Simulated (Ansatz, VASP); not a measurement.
## V2S in VASP and in Ansatz

```xyz
6
Lattice="5.0202 0.0000 0.0000 0.0000 5.0202 0.0000 0.0000 0.0000 5.0202" Properties=species:S:1:pos:R:3 pbc="T T T"
V     1.2551    1.2551    1.2551
V     1.2551    3.7652    3.7652
V     3.7652    3.7652    1.2551
V     3.7652    1.2551    3.7652
S     0.0000    0.0000    0.0000
S     2.5101    2.5101    2.5101
```

Alike in both runs: functional PBE; k mesh 4 × 4 × 4; occupations gaussian, width 0.1 eV; collinear spin.

Ansatz relaxed the structure, and its values are those at the end. VASP's run is a single point on that final structure, the one shown.

|  | VASP | Ansatz |
| --- | --- | --- |
| version | VASP 6.6.1 | Ansatz 0.2.0 |
| potentials or method | VASP PAW PBE potentials, release 64 (V_sv, S), cutoff 520 eV | scalar-relativistic, plane waves, PAW |
| valence electrons in the cell | 64 | 64 |

VASP gave:

```
gap on the k mesh at the Fermi level (eV)                     : none
pressure (GPa)                                                : 0.3
net moment per atom (μB)                                      : 1.20
size of the moment on the site where the two differ most (μB) : 1.53
```

What did Ansatz give for the same quantities?

gap on the k mesh at the Fermi level (eV): none; pressure (GPa): 0.2; net moment per atom (μB): 1.19; size of the moment on the site where the two differ most (μB): 1.29.

Site moments also hang on the region over which each program counts them. A gap of «none» marks a metal or a gap that the smearing closes.
